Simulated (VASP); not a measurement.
# Ge (P4_122) in VASP: relaxation of cell and atoms with PBE

Aim: the relaxation of cell and atoms of Ge with PBE.

All numbers are computed with VASP 6.6.1; they aren't measurements. Logs are shortened: lines on timing, memory, paths and dates and some standing lists are left out, and cuts for length are marked.

## Step 1: The cell of the first run

The structure is tetragonal, space group P4_122 (No. 91). Conventional cell: a = 4.879 Å, b = 4.879 Å, c = 3.966 Å, α = 90.00°, β = 90.00°, γ = 90.00°. Within 3.3 Å of Ge (site symmetry 2) lie 4 Ge at 2.51 to 2.56 Å.

The cell was generated, and may not be a known phase.

## Step 2: Relaxation of cell and atoms, PBE

The input, INCAR:

```
SYSTEM = Ge
ALGO     = Fast           ! electronic algorithm
EDIFF    = 1E-6           ! SCF threshold, eV
EDIFFG   = -0.01          ! ionic threshold
ENCUT    = 600            ! plane-wave cutoff, eV
GGA      = PE             ! functional
IBRION   = 2              ! ionic algorithm
ISIF     = 3              ! what is computed and relaxed
ISMEAR   = 0              ! smearing method
LASPH    = .True.         ! aspherical terms in the spheres
LCHARG   = .False.        ! write CHGCAR
LREAL    = .False.        ! projectors in reciprocal space
LWAVE    = .False.        ! write WAVECAR
NELM     = 60             ! most SCF steps
NSW      = 100            ! ionic steps
PREC     = Accurate       ! precision mode
SIGMA    = 0.1            ! smearing width, eV
```

The input, KPOINTS:

```
k-points
0
Gamma
  10 10 12
  0 0 0
```

The input, POSCAR:

```
Ge
1.0
    4.8789620521      0.0000000000      0.0000000000
    0.0000000000      4.8789620521      0.0000000000
    0.0000000000      0.0000000000      3.9658399256
Ge
4
Direct
    0.3419946428      0.0000000000      0.7500000000
    0.6580053572      0.0000000000      0.2500000000
    0.0000000000      0.3419946428      0.0000000000
    0.0000000000      0.6580053572      0.5000000000
```

Potentials or basis: VASP PAW PBE potentials, release 64 (Ge_d).

On the command line:

```
$ cat potpaw_PBE.64/Ge_d/POTCAR > POTCAR
$ mpirun -np 1 vasp_std > vasp.out
```

OUTCAR:

```text
SYSTEM = Ge
   EDIFF = 1E-6
   EDIFFG = -0.01
   ENCUT = 600
   GGA = PE
   IBRION = 2
   ISIF = 3
   ISMEAR = 0
   LASPH = .True.
   LREAL = .False.
   NELM = 60
   NSW = 100
   PREC = Accurate

 ion  position               nearest neighbor table
   1  0.342  0.000  0.750-   2 2.51   2 2.51   4 2.56   3 2.56
   2  0.658  0.000  0.250-   1 2.51   1 2.51   4 2.56   3 2.56
   3  0.000  0.342  0.000-   4 2.51   4 2.51   1 2.56   2 2.56
   4  0.000  0.658  0.500-   3 2.51   3 2.51   1 2.56   2 2.56

  LATTYP: Found a simple tetragonal cell.
 ALAT       =     4.8789620521
 C/A-ratio  =     0.8128450034

  Lattice vectors:

 A1 = (   4.8789620521,   0.0000000000,   0.0000000000)
 A2 = (   0.0000000000,   4.8789620521,   0.0000000000)
 A3 = (   0.0000000000,   0.0000000000,   3.9658399256)

Analysis of symmetry for initial positions (statically):
=====================================================================
 Subroutine PRICEL returns:
 Original cell was already a primitive cell.

 Routine SETGRP: Setting up the symmetry group for a
 simple tetragonal supercell.

 Subroutine GETGRP returns: Found  8 space group operations
 (whereof  2 operations were pure point group operations)
 out of a pool of 16 trial point group operations.

The static configuration has the point symmetry C_2 .
 The point group associated with its full space group is D_4 .

Analysis of symmetry for dynamics (positions and initial velocities):
=====================================================================
 Subroutine PRICEL returns:
 Original cell was already a primitive cell.

 Routine SETGRP: Setting up the symmetry group for a
 simple tetragonal supercell.

 Subroutine GETGRP returns: Found  8 space group operations
 (whereof  2 operations were pure point group operations)
 out of a pool of 16 trial point group operations.

The dynamic configuration has the point symmetry C_2 .
 The point group associated with its full space group is D_4 .

 Subroutine INISYM returns: Found  8 space group operations
 (whereof  2 operations are pure point group operations),
 and found     1 'primitive' translations

----------------------------------------------------------------------------------------

                                     Primitive cell

  volume of cell :      94.4039

  direct lattice vectors                    reciprocal lattice vectors
     4.878962052  0.000000000  0.000000000     0.204961627  0.000000000  0.000000000
     0.000000000  4.878962052  0.000000000     0.000000000  0.204961627  0.000000000
     0.000000000  0.000000000  3.965839926     0.000000000  0.000000000  0.252153395

  length of vectors
     4.878962052  4.878962052  3.965839926     0.204961627  0.204961627  0.252153395

  position of ions in fractional coordinates (direct lattice)
     0.341994643  0.000000000  0.750000000
     0.658005357  0.000000000  0.250000000
     0.000000000  0.341994643  0.000000000
     0.000000000  0.658005357  0.500000000

  ion indices of the primitive-cell ions
   primitive index   ion index
                 1           1
                 2           2
                 3           3
                 4           4

----------------------------------------------------------------------------------------

 KPOINTS: k-points

Automatic generation of k-mesh.
 Grid dimensions read from file:
 generate k-points for:   10   10   12

 Generating k-lattice:

  Cartesian coordinates                     Fractional coordinates (reciprocal lattice)
     0.020496163  0.000000000  0.000000000     0.100000000  0.000000000  0.000000000
     0.000000000  0.020496163  0.000000000     0.000000000  0.100000000  0.000000000
     0.000000000  0.000000000  0.021012783     0.000000000  0.000000000  0.083333333

  Length of vectors
     0.020496163  0.020496163  0.021012783

  Shift w.r.t. Gamma in fractional coordinates (k-lattice)
     0.000000000  0.000000000  0.000000000

 Subroutine IBZKPT returns following result:
 ===========================================

 Found    147 irreducible k-points:

 Following reciprocal coordinates:
            Coordinates               Weight
  0.000000  0.000000  0.000000      1.000000
  0.100000  0.000000  0.000000      4.000000
  0.200000  0.000000  0.000000      4.000000
  0.300000  0.000000  0.000000      4.000000
  0.400000  0.000000  0.000000      4.000000
  0.500000  0.000000  0.000000      2.000000
[... 16 lines left out ...]
  0.100000  0.000000  0.083333      8.000000
  0.200000  0.000000  0.083333      8.000000
 [... further k-points ...]
   k-points           NKPTS =    147   k-points in BZ     NKDIM =    147   number of bands    NBANDS=     33
   number of dos      NEDOS =    301   number of ions     NIONS =      4
   total plane-waves  NPLWV =  51200
   dimension x,y,z NGX =    40 NGY =   40 NGZ =   32
   dimension x,y,z NGXF=    80 NGYF=   80 NGZF=   64
   ions per type =               4
   NGX,Y,Z   is equivalent  to a cutoff of  13.63, 13.63, 13.41 a.u.
   NGXF,Y,Z  is equivalent  to a cutoff of  27.26, 27.26, 26.83 a.u.
 SYSTEM =  Ge
   PREC   = accura    normal or accurate (medium, high low for compatibility)
   ISTART =      0    job   : 0-new  1-cont  2-samecut
   ICHARG =      2    charge: 1-file 2-atom 10-const
   ISPIN  =      1    spin polarized calculation?
   LNONCOLLINEAR =      F non collinear calculations
   LSORBIT =      F    spin-orbit coupling
   LASPH  =      T    aspherical Exc in radial PAW
   ENCUT  =  600.0 eV  44.10 Ry    6.64 a.u.   9.74  9.74  7.92*2*pi/ulx,y,z
   NELM   =     60;   NELMIN=  2; NELMDL= -5     # of ELM steps
   EDIFF  = 0.1E-05   stopping-criterion for ELM
   LREAL  =      F    real-space projection
   EDIFFG = -.1E-01   stopping-criterion for IOM
   NSW    =    100    number of steps for IOM
   IBRION =      2    ionic relax: 0-MD 1-quasi-New 2-CG
   NFREE  =      1    steps in history (QN), initial steepest desc. (CG)
   ISIF   =      3    stress and relaxation
   ISYM   =      2    0-nonsym 1-usesym 2-fastsym
   POTIM  = 0.5000    time-step for ionic-motion
   TEBEG  =    0.0;   TEEND  =   0.0 temperature during run
   PSTRESS=    0.0 pullay stress
   NELECT =      56.0000    total number of electrons
   NUPDOWN=      -1.0000    fix difference up-down
   EMIN   =  10.00;   EMAX   =-10.00  energy-range for DOS
   EFERMI =   0.00;   METHOD = LEGACY
   ISMEAR =     0;   SIGMA  =   0.10  broadening in eV -4-tet -1-fermi 0-gaus
   EFERMI_NEDOS =   21; number of points for ismear=-14 and -15
   IALGO  =     68    algorithm
   IMIX   =      4    mixing-type and parameters
     AMIX     =   0.40;   BMIX     =  1.00
     AMIX_MAG =   1.60;   BMIX_MAG =  1.00
  volume/ion in A,a.u.               =      23.60       159.27
  Fermi-wavevector in a.u.,A,eV,Ry     =   1.375543  2.599399 25.743834  1.892118
  Thomas-Fermi vector in A             =   2.500869
   LORBIT       =      0    0 simple, 1 ext, 2 COOP (PROOUT), +10 PAW based schemes
   GGA     = PE    functional components
   LHFCALC =     F    Hartree Fock is set to
   AEXX    =    0.0000 exact exchange contribution
   IVDW    =     0    specifies the selected vdW correction
   LEPSILON=     F    determine dielectric tensor
   LRPA    =     F    only Hartree local field effects (RPA)
 conjugate gradient relaxation of ions
 non-spin polarized calculation
 RMM-DIIS sequential band-by-band and
 Gauss-broadening in eV      SIGMA  =   0.10
  energy-cutoff  :      600.00
  volume of cell :       94.40
 maximum number of plane-waves:      3176
 NGX is ok and might be reduce to    40
   NGX = 19   NGY = 19   NGZ = 15

--------------------------------------- Ionic step        1  -------------------------------------------

 number of electron      56.0000007 magnetization

 Free energy of the ion-electron system (eV)
  ---------------------------------------------------
  ext. energy  EPLUGINS =         0.00000000
  ---------------------------------------------------
  free energy    TOTEN  =       -17.13690460 eV

  energy without entropy =      -17.13521329  energy(sigma->0) =      -17.13605894

------------------------ aborting loop because EDIFF is reached ----------------------------------------

  FORCE on cell =-STRESS in cart. coord.  units (eV):
  Direction    XX          YY          ZZ          XY          YZ          ZX
  --------------------------------------------------------------------------------------
  -------------------------------------------------------------------------------------
  Total        0.1465491      0.1465491     -0.2073691      0.0000000     -0.0000000      0.0000000
  in kB        2.4871597      2.4871597     -3.5193669      0.0000000     -0.0000000      0.0000000
  external PRESSURE =       0.4849842 kB  Pullay stress =       0.0000000 kB

 VOLUME and BASIS-vectors are now :
 -----------------------------------------------------------------------------
  energy-cutoff  :      600.00
  volume of cell :       94.40
      direct lattice vectors                 reciprocal lattice vectors
     4.878962052  0.000000000  0.000000000     0.204961627  0.000000000  0.000000000
     0.000000000  4.878962052  0.000000000     0.000000000  0.204961627  0.000000000
     0.000000000  0.000000000  3.965839926     0.000000000  0.000000000  0.252153395
[... 153 lines left out ...]
 POSITION                                       TOTAL-FORCE (eV/Angst)
 -----------------------------------------------------------------------------------
      1.67477      0.00000      2.96502         0.018118      0.000000      0.000000
      3.22269      0.00000      0.98834        -0.018118     -0.000000      0.000000
      0.00000      1.67477      0.00000        -0.000000      0.018118      0.000000
      0.00000      3.22269      1.97668         0.000000     -0.018118     -0.000000
 -----------------------------------------------------------------------------------
    total drift:                               -0.000000      0.000000      0.000000

  FREE ENERGIE OF THE ION-ELECTRON SYSTEM (eV)
  ---------------------------------------------------
  free  energy   TOTEN  =       -17.1375608553 eV

  energy  without entropy=      -17.1358150484  energy(sigma->0) =      -17.13668795

--------------------------------------- Ionic step        6  -------------------------------------------

 number of electron      56.0000017 magnetization

 Free energy of the ion-electron system (eV)
  ---------------------------------------------------
  ext. energy  EPLUGINS =         0.00000000
  ---------------------------------------------------
  free energy    TOTEN  =       -17.13769860 eV

  energy without entropy =      -17.13596140  energy(sigma->0) =      -17.13683000

 E-fermi :   4.5467     XC(G=0):  -9.8100

 val. band max:        4.5421295330   @ k =   0.5000   0.3000   0.0000
 cond. band min:       4.5632669926   @ k =   0.5000   0.4000   0.0000
 fundamental gap:      0.0211374596
 Fermi energy:         4.5467438144

 k-point     1 :       0.0000    0.0000    0.0000
  band No.  band energies     occupation
      1     -20.2960      2.00000
      2     -20.2960      2.00000
      3     -20.2628      2.00000
      4     -20.2381      2.00000
      5     -20.2214      2.00000
      6     -20.2111      2.00000
[... 853 lines left out ...]
     32       7.9842      0.00000
     33       8.1514      0.00000

 [... further k-points ...]

------------------------ aborting loop because EDIFF is reached ----------------------------------------

  FORCE on cell =-STRESS in cart. coord.  units (eV):
  Direction    XX          YY          ZZ          XY          YZ          ZX
  --------------------------------------------------------------------------------------
  -------------------------------------------------------------------------------------
  Total       -0.0166898     -0.0166898     -0.0309345      0.0000000     -0.0000000      0.0000000
  in kB       -0.2825048     -0.2825048     -0.5236205      0.0000000     -0.0000000      0.0000000
  external PRESSURE =      -0.3628767 kB  Pullay stress =       0.0000000 kB

 VOLUME and BASIS-vectors are now :
 -----------------------------------------------------------------------------
  energy-cutoff  :      600.00
  volume of cell :       94.65
      direct lattice vectors                 reciprocal lattice vectors
     4.892357289  0.000000000  0.000000000     0.204400444  0.000000000  0.000000000
     0.000000000  4.892357289  0.000000000     0.000000000  0.204400444  0.000000000
     0.000000000 -0.000000000  3.954579213     0.000000000 -0.000000000  0.252871405

 POSITION                                       TOTAL-FORCE (eV/Angst)
 -----------------------------------------------------------------------------------
      1.67427     -0.00000      2.96593         0.000630      0.000000      0.000000
      3.21809     -0.00000      0.98864        -0.000630      0.000000     -0.000000
      0.00000      1.67427      3.95458         0.000000      0.000630      0.000000
      0.00000      3.21809      1.97729         0.000000     -0.000630     -0.000000
 -----------------------------------------------------------------------------------
    total drift:                               -0.000000      0.000000     -0.000000

  FREE ENERGIE OF THE ION-ELECTRON SYSTEM (eV)
  ---------------------------------------------------
  free  energy   TOTEN  =       -17.1376985985 eV

  energy  without entropy=      -17.1359614000  energy(sigma->0) =      -17.13683000

 reached required accuracy - stopping structural energy minimisation
```

It took 46 min on 1 thread of Oxide Virtual Turin-like, shared host; peak memory 0.48 GiB.

What came out:

```yaml
Free_energy: -17.1377 eV
Relaxed_volume: 23.66 Å³/atom
Relaxed_cell: a = 4.892 Å, b = 4.892 Å, c = 3.955 Å, α = 90.00°, β = 90.00°, γ = 90.00°
Space_group_after_relaxing_to_0.1_Å: P4_122 (No. 91)
Energy_gained_by_relaxing: 0.2 meV/atom
Ionic_steps: 6
Pressure_after_relaxing: 0.0 GPa
Band_gap_on_the_k_mesh: zero (bands 28 and 29 overlap by 0.75 eV)
```

Step by step:
| step | energy change (eV) | largest force (eV/Å) | pressure (GPa) | volume (Å³) |
| --- | --- | --- | --- | --- |
| 1 | 0.0000 | 0.0450 | 0.05 | 94.40 |
| 2 | -0.0008 | 0.0125 | 0.02 | 94.50 |
| 3 | -0.0008 | 0.0132 | 0.04 | 94.50 |
| 4 | -0.0008 | 0.0027 | 0.07 | 94.58 |
| 5 | -0.0007 | 0.0181 | -0.17 | 94.82 |
| 6 | -0.0008 | 0.0006 | -0.04 | 94.65 |

Final structure:
```
Ge
1.0
     4.89236    0.00000    0.00000
     0.00000    4.89236    0.00000
     0.00000    0.00000    3.95458
Ge
4
Direct
  0.34222 0.00000 0.75000
  0.65778 0.00000 0.25000
  0.00000 0.34222 0.00000
  0.00000 0.65778 0.50000
```

Caveat: semilocal functionals underestimate gaps, and a narrow one can read as zero.

The gap in the log of VASP goes by the Fermi energy; the results here count the filled bands.